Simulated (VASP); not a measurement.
A run of VASP 6.6.1 is set up as follows.

Contents of POSCAR:

```
GaSb
1.0
    0.0000000000      3.2119500000      3.1354750000
    3.2119500000      0.0000000000      3.1354750000
    3.2119500000      3.2119500000      0.0000000000
Ga Sb
1 1
Direct
    0.0000000000      0.0000000000      0.0000000000
    0.7500000000      0.7500000000      0.7500000000
```

INCAR.step1

```
SYSTEM = GaSb
PREC     = Accurate       ! precision mode
ENCUT    = 520            ! plane-wave cutoff, eV
ISMEAR   = 0              ! smearing method
SIGMA    = 0.05           ! smearing width, eV
LREAL    = .FALSE.        ! projectors in reciprocal space
LASPH    = .TRUE.         ! aspherical terms in the spheres
NELM     = 80             ! most SCF steps
NBANDS   = 16             ! bands
GGA      = PE             ! functional
ALGO     = Normal         ! electronic algorithm
EDIFF    = 1E-4           ! SCF threshold, eV
LWAVE    = .TRUE.         ! write WAVECAR
LCHARG   = .FALSE.        ! write CHGCAR
```

INCAR.step2

```
SYSTEM = GaSb
PREC     = Accurate       ! precision mode
ENCUT    = 520            ! plane-wave cutoff, eV
EDIFF    = 1E-6           ! SCF threshold, eV
ISMEAR   = 0              ! smearing method
SIGMA    = 0.05           ! smearing width, eV
LREAL    = .FALSE.        ! projectors in reciprocal space
LASPH    = .TRUE.         ! aspherical terms in the spheres
NELM     = 80             ! most SCF steps
ALGO     = Normal         ! electronic algorithm
ISIF     = 2              ! what is computed and relaxed
LWAVE    = .FALSE.        ! write WAVECAR
LCHARG   = .FALSE.        ! write CHGCAR
METAGGA  = R2SCAN         ! meta-GGA
LMIXTAU  = .TRUE.       
NBANDS   = 16             ! bands
ISTART   = 1
```

KPOINTS

```
Automatic mesh
0
G
  10 10 10
  0 0 0
```

Potentials or basis: VASP PAW PBE potentials, release 64 (Ga_d, Sb).

Run with:

```sh
$ cat potpaw_PBE.64/Ga_d/POTCAR potpaw_PBE.64/Sb/POTCAR > POTCAR
$ cp INCAR.step1 INCAR
$ mpirun -np 1 vasp_std > vasp.out
$ cp INCAR.step2 INCAR
$ mpirun -np 1 vasp_std > vasp.out
```

Task: Predict the pressure.

Result: -4.6 GPa.

Task: Predict the band gap on the k mesh.

Result: 0.13 eV.

Stress tensor (GPa, compression positive):
```
-4.95  0.00  0.00
 0.00 -4.95  0.00
 0.00  0.00 -3.92
```

Caveat: the cell differs from its parent crystal (strain +0.050 along x and y, +0.025 along z); the cell stands under tension; the PAW data sets were made with another functional, which shifts forces and pressure a little; spin-orbit coupling is left out, which moves the levels of the heavy elements. A k mesh can miss the band edges.
